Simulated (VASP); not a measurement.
Crystal: InSe.

```
In Se
1.0
     4.05000    0.00000    0.00000
    -2.02500    3.50740    0.00000
     0.00000    0.00000   16.93000
In Se
4 4
Cartesian
  2.0250 1.1691 14.2720
  0.0000 2.3383 5.8070
  2.0250 1.1691 11.1230
  0.0000 2.3383 2.6580
  2.0250 1.1691 6.7381
  0.0000 2.3383 15.2031
  2.0250 1.1691 1.7269
  0.0000 2.3383 10.1919
```

Base run:

```yaml
Program: VASP 6.6.1
Functional: PBE
Dispersion: D2
Potentials_or_basis: VASP PAW PBE potentials, release 64 (In_d, Se)
Cutoff: 520 eV
k_mesh: 6 × 6 × 2
Occupations: gaussian, width 0.02 eV
Spin: no spin polarisation
```

Its results: band gap on the k mesh zero (filled and empty bands overlap); pressure 5.0 GPa; largest force 2.746 eV/Å.

Question: The run is repeated on the same cell with these changes: dispersion from D2 to TS. What comes out?

Answer: Band gap on the k mesh zero (filled and empty bands overlap); pressure 6.5 GPa; largest force 2.938 eV/Å.

Caveats: the cell stands under pressure; spin-orbit coupling is left out, which moves the levels of the heavy elements; forces of over 1 eV/Å act on the atoms, so gaps and moduli don't describe the material at rest.
